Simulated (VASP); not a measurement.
Input of a VASP 6.6.1 run:

File INCAR:

```
ALGO     = Normal         # electronic algorithm
EDIFF    = 1E-6           # SCF threshold, eV
EDIFFG   = -0.01          # ionic threshold
ENCUT    = 600            # plane-wave cutoff, eV
GGA      = PE             # functional
IBRION   = 2              # ionic algorithm
ISIF     = 3              # what is computed and relaxed
ISMEAR   = 0              # smearing method
LASPH    = True           # aspherical terms in the spheres
LCHARG   = False          # write CHGCAR
LREAL    = False          # projectors in reciprocal space
LWAVE    = False          # write WAVECAR
NELM     = 80             # most SCF steps
NSW      = 100            # ionic steps
PREC     = Accurate       # precision mode
SIGMA    = 0.02           # smearing width, eV
```

The input KPOINTS:

```
k-points
0
Gamma
  6 6 8
```

File POSCAR:

```
ZnS
1.0
    6.0779786868      0.0000000000      0.0000000000
   -3.0389893434      5.2636839464      0.0000000000
    0.0000000000      0.0000000000      3.6915056621
Zn S
3 3
Direct
    0.6141952087      0.0000000000      0.6666666667
    0.0000000000      0.6141952087      0.3333333333
    0.3858047913      0.3858047913      0.0000000000
    0.3670468035      0.0000000000      0.1666666667
    0.0000000000      0.3670468035      0.8333333333
    0.6329531965      0.6329531965      0.5000000000
```

Potentials or basis: VASP PAW PBE potentials, release 64 (Zn, S).

The run is started by

```sh
$ cat potpaw_PBE.64/Zn/POTCAR potpaw_PBE.64/S/POTCAR > POTCAR
$ mpirun -np 1 vasp_std > vasp.out
```

Problem. Predict the space group after relaxing (to 0.05 Å).

Solution. P3_221 (No. 154).

Problem. What does it give for the relaxed volume?

Solution. 19.75 Å³/atom.

Forces on the atoms (eV/Å):
```
Zn   0.008  0.000  0.000
Zn  -0.004  0.007  0.000
Zn  -0.004 -0.007  0.000
S    0.005  0.000  0.000
S   -0.002  0.004  0.000
S   -0.002 -0.004  0.000
```
